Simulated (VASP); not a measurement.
# As (P6_3/mmc) in VASP: notebook, part 2 of 2

VASP 6.6.1. Earlier steps stand in the parts before.

## (5) Single point, r2SCAN

This run uses another cell than the first one, of 19.21 Å³/atom, 0.908 times its volume.

File POSCAR:

```
As
1.0
    2.9093027161      0.0000000000      0.0000000000
   -1.4546513581      2.5195300594      0.0000000000
    0.0000000000      0.0000000000     10.4815419028
As
4
Direct
    0.0000000000      0.0000000000      0.0000000000
    0.0000000000      0.0000000000      0.5000000000
    0.3333333333      0.6666666667      0.7500000000
    0.6666666667      0.3333333333      0.2500000000
```

File INCAR.step1:

```
ALGO     = Normal         # electronic algorithm
EDIFF    = 1E-4           # SCF threshold, eV
ENCUT    = 520            # plane-wave cutoff, eV
GGA      = PE             # functional
ISMEAR   = 0              # smearing method
LASPH    = True           # aspherical terms in the spheres
LCHARG   = False          # write CHGCAR
LREAL    = False          # projectors in reciprocal space
LWAVE    = True           # write WAVECAR
NBANDS   = 18             # bands
NELM     = 100            # most SCF steps
PREC     = Accurate       # precision mode
SIGMA    = 0.1            # smearing width, eV
```

File INCAR.step2:

```
ALGO     = Normal         # electronic algorithm
EDIFF    = 1E-6           # SCF threshold, eV
ENCUT    = 520            # plane-wave cutoff, eV
ISIF     = 2              # what is computed and relaxed
ISMEAR   = 0              # smearing method
ISTART   = 1            
LASPH    = True           # aspherical terms in the spheres
LCHARG   = True           # write CHGCAR
LELF     = True           # ELF
LMIXTAU  = True         
LREAL    = False          # projectors in reciprocal space
LVHAR    = True         
LWAVE    = False          # write WAVECAR
METAGGA  = R2SCAN         # meta-GGA
NBANDS   = 18             # bands
NELM     = 100            # most SCF steps
PREC     = Accurate       # precision mode
SIGMA    = 0.1            # smearing width, eV
```

File KPOINTS:

```
k-points
0
Gamma
  18 18 6
```

Started as:

```
cat potpaw_PBE.64/As/POTCAR > POTCAR
cp INCAR.step1 INCAR
mpirun -np 1 vasp_std > vasp.out
cp INCAR.step2 INCAR
mpirun -np 1 vasp_std > vasp.out
```

It took 9 min on 1 thread of Intel Xeon Platinum 8375C at 2.90GHz (Ice Lake), shared host; peak memory 0.31 GiB.

The run converged. Its results:

- Free energy: -56.0084 eV
- Pressure: -0.1 GPa
- Band gap on the k mesh: zero (band 10 reaches 11.87 eV, above the bottom of band 11 at 3.03 eV)

Levels at points of the mesh, in eV from the Fermi level:
| k point | band 7 | band 8 | band 9 | band 10 | band 11 | band 12 | band 13 | band 14 |
| --- | --- | --- | --- | --- | --- | --- | --- | --- |
| (0.00, 0.00, 0.00) | -2.19 | 4.34 | 5.42 | 5.42 | 6.01 | 6.01 | 6.04 | 6.04 |
| (0.50, 0.00, 0.00) | -5.28 | -4.84 | -1.95 | -0.99 | 1.45 | 1.48 | 2.48 | 2.57 |
| (0.00, 0.00, 0.50) | 1.73 | 1.73 | 5.59 | 5.59 | 5.59 | 5.59 | 6.52 | 6.52 |
| (0.50, 0.00, 0.50) | -5.58 | -5.58 | -0.78 | -0.78 | 1.09 | 1.09 | 1.77 | 1.77 |

Caveat: the PAW data sets were made with another functional, which shifts forces and pressure a little.

## (6) Single point, r2SCAN

This run uses another cell than the first one: it holds 2 atoms, not 4.

File POSCAR:

```
As
1.0
    2.9532018583      0.0000000000      0.0000000000
   -1.4766009292      2.5575478318      0.0000000000
    0.0000000000      0.0000000000      5.0058920105
As
2
Direct
    0.3333333333      0.6666666667      0.2500000000
    0.6666666667      0.3333333333      0.7500000000
```

File INCAR.step1:

```
SYSTEM = As
ALGO = Normal
EDIFF = 1E-4
ENCUT = 520
GGA = PE
ISMEAR = 0
LASPH = .True.
LCHARG = .False.
LREAL = .False.
LWAVE = .True.
NBANDS = 12
NELM = 60
PREC = Accurate
SIGMA = 0.1
```

File INCAR.step2:

```
SYSTEM = As
ALGO = Normal
EDIFF = 1E-6
ENCUT = 520
ISIF = 2
ISMEAR = 0
ISTART = 1
LASPH = .True.
LCHARG = .False.
LMIXTAU = .True.
LREAL = .False.
LWAVE = .False.
METAGGA = R2SCAN
NBANDS = 12
NELM = 60
PREC = Accurate
SIGMA = 0.1
```

File KPOINTS:

```
k-points
0
Gamma
  6 6 4
  0 0 0
```

Potentials or basis: VASP PAW PBE potentials, release 64 (As).

Started as:

```
cat potpaw_PBE.64/As/POTCAR > POTCAR
cp INCAR.step1 INCAR
mpirun -np 1 vasp_std > vasp.out
cp INCAR.step2 INCAR
mpirun -np 1 vasp_std > vasp.out
```

OUTCAR:

```text
SYSTEM = As
   EDIFF = 1E-6
   ENCUT = 520
   ISIF = 2
   ISMEAR = 0
   ISTART = 1
   LASPH = .True.
   LREAL = .False.
   METAGGA = R2SCAN
   NELM = 60
   PREC = Accurate

 ion  position               nearest neighbor table
   1  0.333  0.667  0.250-
   2  0.667  0.333  0.750-

  LATTYP: Found a hexagonal cell.
 ALAT       =     2.9532018583
 C/A-ratio  =     1.6950727552

  Lattice vectors:

 A1 = (   2.9532018583,   0.0000000000,   0.0000000000)
 A2 = (  -1.4766009292,   2.5575478318,   0.0000000000)
 A3 = (   0.0000000000,   0.0000000000,   5.0058920105)

Analysis of symmetry for initial positions (statically):
=====================================================================
 Subroutine PRICEL returns:
 Original cell was already a primitive cell.

 Routine SETGRP: Setting up the symmetry group for a
 hexagonal supercell.

 Subroutine GETGRP returns: Found 24 space group operations
 (whereof 12 operations were pure point group operations)
 out of a pool of 24 trial point group operations.

[... 170 lines left out ...]
      1      -9.4813      2.00000
      2      -5.1860      2.00000
      3      -0.7162      2.00000
      4      11.1525      0.00000
      5      11.1525      0.00000
      6      12.0406      0.00000
      7      12.7668      0.00000
      8      12.7668      0.00000
      9      17.2706      0.00000
     10      18.3431      0.00000
     11      19.6131      0.00000
     12      19.6131      0.00000
[... 286 lines left out ...]
 k-point    21 :       0.3333    0.3333    0.5000
  band No.  band energies     occupation
      1      -2.9207      2.00000
      2      -2.9207      2.00000
      3       1.3496      2.00000
      4       1.3496      2.00000
      5       2.4706      2.00000
      6       2.4706      2.00000
      7       9.6564      0.00000
      8       9.6564      0.00000
      9      15.8905      0.00000
     10      15.8905      0.00000
     11      16.8770      0.00000
     12      16.8770      0.00000

------------------------ aborting loop because EDIFF is reached ----------------------------------------

  FORCE on cell =-STRESS in cart. coord.  units (eV):
  Direction    XX          YY          ZZ          XY          YZ          ZX
  --------------------------------------------------------------------------------------
  -------------------------------------------------------------------------------------
  Total       -0.0381914     -0.0381914      0.0066732      0.0000000      0.0000000      0.0000000
  in kB       -1.6183710     -1.6183710      0.2827797      0.0000000      0.0000000      0.0000000
  external PRESSURE =      -0.9846541 kB  Pullay stress =       0.0000000 kB

 VOLUME and BASIS-vectors are now :
 -----------------------------------------------------------------------------
  energy-cutoff  :      520.00
  volume of cell :       37.81
      direct lattice vectors                 reciprocal lattice vectors
     2.953201858  0.000000000  0.000000000     0.338615526  0.195499765  0.000000000
    -1.476600929  2.557547832  0.000000000     0.000000000  0.390999530  0.000000000
     0.000000000  0.000000000  5.005892011     0.000000000  0.000000000  0.199764597

 POSITION                                       TOTAL-FORCE (eV/Angst)
 -----------------------------------------------------------------------------------
     -0.00000      1.70503      1.25147        -0.000000      0.000000      0.000000
      1.47660      0.85252      3.75442         0.000000      0.000000      0.000000
 -----------------------------------------------------------------------------------
    total drift:                                0.000000     -0.000000      0.000000

  FREE ENERGIE OF THE ION-ELECTRON SYSTEM (eV)
  ---------------------------------------------------
  free  energy   TOTEN  =       -28.1774798303 eV

  energy  without entropy=      -28.1756287037  energy(sigma->0) =      -28.17655427
```

OUTCAR.step1:

```text
SYSTEM = As
   EDIFF = 1E-4
   ENCUT = 520
   GGA = PE
   ISMEAR = 0
   LASPH = .True.
   LREAL = .False.
[... 533 lines left out ...]
     -0.00000      1.70503      1.25147        -0.000000      0.000000      0.000000
      1.47660      0.85252      3.75442         0.000000      0.000000      0.000000
 -----------------------------------------------------------------------------------
    total drift:                                0.000000     -0.000000      0.000000

  FREE ENERGIE OF THE ION-ELECTRON SYSTEM (eV)
  ---------------------------------------------------
  free  energy   TOTEN  =        -8.4953477751 eV

  energy  without entropy=       -8.4935405919  energy(sigma->0) =       -8.49444418
```

OSZICAR.step1:

```text
N       E                     dE             d eps       ncg     rms          rms(c)
DAV:   1     0.274966229490E+02    0.27497E+02   -0.43071E+03   504   0.712E+02
DAV:   2    -0.696346103701E+01   -0.34460E+02   -0.32592E+02   672   0.107E+02
DAV:   3    -0.849810181127E+01   -0.15346E+01   -0.15298E+01   644   0.231E+01
DAV:   4    -0.850466473348E+01   -0.65629E-02   -0.65621E-02   572   0.162E+00
DAV:   5    -0.850467207718E+01   -0.73437E-05   -0.73436E-05   588   0.653E-02    0.277E+00
DAV:   6    -0.849815902783E+01    0.65130E-02   -0.38815E-03   564   0.330E-01    0.162E+00
DAV:   7    -0.849531859216E+01    0.28404E-02   -0.75575E-03   572   0.461E-01    0.627E-02
DAV:   8    -0.849534777514E+01   -0.29183E-04   -0.11506E-04   468   0.755E-02
   1 F= -.84953478E+01 E0= -.84944442E+01  d E =-.180718E-02
```

Run time: 15 s. Hardware: 1 thread of Intel Xeon 6975P-C (Granite Rapids), shared host; peak memory 0.16 GiB.

What came out:

| Item | Value |
| --- | --- |
| Free energy | -28.1775 eV |
| Pressure | -0.1 GPa |
| Band gap on the k mesh | zero (band 5 reaches 11.96 eV, above the bottom of band 6 at 2.47 eV) |

Levels at points of the mesh, in eV from the Fermi level:
```csv
k point,band 1,band 2,band 3,band 4,band 5,band 6,band 7,band 8,band 9,band 10
"(0.00, 0.00, 0.00)",-16.08,-11.78,-7.31,4.55,4.55,5.44,6.17,6.17,10.67,11.75
"(0.50, 0.00, 0.00)",-11.42,-9.89,-5.64,-4.23,-2.79,-0.19,0.77,4.13,6.05,9.65
"(0.00, 0.00, 0.50)",-14.64,-14.64,-1.60,-1.60,5.36,5.36,5.36,5.36,11.81,11.81
"(0.50, 0.00, 0.50)",-10.40,-10.40,-6.67,-6.67,1.74,1.74,2.08,2.08,7.85,7.85
```

Caveat: the k points lie up to 0.41 Å⁻¹ apart; the PAW data sets were made with another functional, which shifts forces and pressure a little.

## (7) Summary

```tsv
task	cell	k mesh	cutoff (eV)	gap on the mesh (eV)	pressure (GPa)	relaxed volume (Å³/atom)	largest force (eV/Å)
relaxation of cell and atoms	relaxed from a = 3.117, b = 3.117, c = 10.053 Å, angles 90.0, 90.0, 120.0°, 4 atoms	6 × 6 × 2	600	none	-0.1	19.00	-
relaxation of cell and atoms	relaxed from a = 3.832, b = 3.832, c = 6.323 Å, angles 90.0, 90.0, 120.0°, 4 atoms	6 × 6 × 4	600	none	0.1	26.12	0.02
single point	a = 4.587, b = 4.587, c = 5.746 Å, angles 90.0, 90.0, 120.0°, 4 atoms	12 × 12 × 8	520	none	0.0	-	0.03
single point	a = 2.909, b = 2.909, c = 10.482 Å, angles 90.0, 90.0, 120.0°, 4 atoms	18 × 18 × 6	520	none	-0.1	-	-
single point	a = 2.953, b = 2.953, c = 5.006 Å, angles 90.0, 90.0, 120.0°, 2 atoms	6 × 6 × 4	520	none	-0.1	-	-
```

Alike in all rows: level r2SCAN; potentials or basis VASP PAW PBE potentials, release 64 (As); no spin polarisation; smearing gaussian 0.1 eV.

Caveats: some runs use coarse meshes; the PAW data sets were made with another functional, which shifts forces and pressure a little; the volume moved by over 15 % at a fixed basis, so the end points are rough (some runs).

Total energies depend on the potentials used, so only differences within one code and one set of settings carry meaning.
